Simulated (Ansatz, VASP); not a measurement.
**KF in VASP and in Ansatz**

File INCAR:

```
SYSTEM = KF
PREC = Accurate
ENCUT = 520
EDIFF = 1E-6
ISMEAR = 0
SIGMA = 0.05
LREAL = .False.
LASPH = .True.
NELM = 60
ALGO = Normal
ISIF = 2
LWAVE = .False.
LCHARG = .True.
GGA = PS
LELF = .True.
LVHAR = .True.
NBANDS = 15
```

The input KPOINTS:

```
regular mesh
0
Gamma
  8 8 8
  0 0 0
```

POSCAR

```
KF
1.0
    3.2999468899     -0.3531308480     -0.3531308480
   -0.3531308480      3.2999468899     -0.3531308480
   -0.3531308480     -0.3531308480      3.2999468899
K F
1 1
Direct
    0.0000000000      0.0000000000      0.0000000000
    0.5000000000      0.5000000000      0.5000000000
```

Input for Ansatz:

```yaml
crystal:
  lattice:
    - [3.2999468899, -0.353130848, -0.353130848]
    - [-0.353130848, 3.2999468899, -0.353130848]
    - [-0.353130848, -0.353130848, 3.2999468899]
  atoms:
    - { symbol: K, position: [0.0, 0.0, 0.0] }
    - { symbol: F, position: [0.5, 0.5, 0.5] }
basis:
  ecutwfc: 420
kpoints:
  mp_grid: { grid: [8, 8, 8] }
hamiltonian:
  xc: pbesol
scf:
  occupations: { method: gaussian, width: 0.05 }
output:
  forces: true
  stress: true
  eigenvalues: true
```

Alike in both runs: task single point; functional PBEsol; k mesh 8 × 8 × 8; occupations gaussian, width 0.05 eV; no spin polarisation.

```csv
,VASP,Ansatz
version,VASP 6.6.1,Ansatz 0.2.0
potentials or method,"VASP PAW PBE potentials, release 64 (K_sv, F), cutoff 520 eV","scalar-relativistic, plane waves, PAW"
valence electrons in the cell,16,16
```

Ansatz gave:

- gap on the k mesh at the Fermi level (eV): 5.30
- least direct gap on the mesh (eV): 5.30
- pressure (GPa): 7.2
- traceless stress, the component that is largest in VASP (GPa): 9.05

Q: Which values does VASP return?

A: gap on the k mesh at the Fermi level (eV): 5.27; least direct gap on the mesh (eV): 5.27; pressure (GPa): 7.5; traceless stress, the component that is largest in VASP (GPa): 9.51.

VASP's potentials were made for PBE, not for PBEsol.
